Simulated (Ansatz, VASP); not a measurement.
## Al in VASP and in Ansatz

INCAR

```
ALGO = Normal ; EDIFF = 1E-6
EDIFFG = -0.005 ; ENCUT = 600
GGA = PS ; IBRION = 2
ISIF = 3 ; ISMEAR = -1
LASPH = True ; LCHARG = False
LREAL = False ; LWAVE = False
NELM = 100 ; NSW = 80
PREC = Accurate ; SIGMA = 0.1
```

File KPOINTS:

```
k-points
0
Gamma
  16 16 16
```

POSCAR

```
Al
1.0
    0.0000000000      2.0248050000      2.0248050000
    2.0248050000      0.0000000000      2.0248050000
    2.0248050000      2.0248050000      0.0000000000
Al
1
Direct
    0.0000000000      0.0000000000      0.0000000000
```

Input for Ansatz:

```yaml
crystal:
  lattice:
    - [0.0, 2.024805, 2.024805]
    - [2.024805, 0.0, 2.024805]
    - [2.024805, 2.024805, 0.0]
  atoms:
    - { symbol: Al, position: [0.0, 0.0, 0.0] }
kpoints:
  mp_grid:
    grid: [16, 16, 16]
hamiltonian:
  xc: pbesol
  dispersion: none
scf:
  occupations:
    method: fermi_dirac
relax:
  f_tol: 0.005
  cell: {}
```

Alike in both runs: task relaxation of cell and atoms; functional PBEsol; k mesh 16 × 16 × 16; no spin polarisation.

|  | VASP | Ansatz |
| --- | --- | --- |
| version | VASP 6.6.1 | Ansatz 0.2.0 |
| potentials or method | VASP PAW PBE potentials, release 64 (Al) | plane waves, PAW |
| plane-wave cutoff (eV) | 600 | 420 |
| occupations | fermi-dirac, width 0.1 eV | fermi-dirac |
| valence electrons in the cell | 3 | 3 |

```csv
,VASP,Ansatz,Ansatz less VASP
relaxed volume (Å³/atom),16.20,16.19,-0.005
relaxed cell length with the largest relative difference (Å),2.840,2.840,-0.0003
```

VASP's potentials were made for PBE, not for PBEsol.
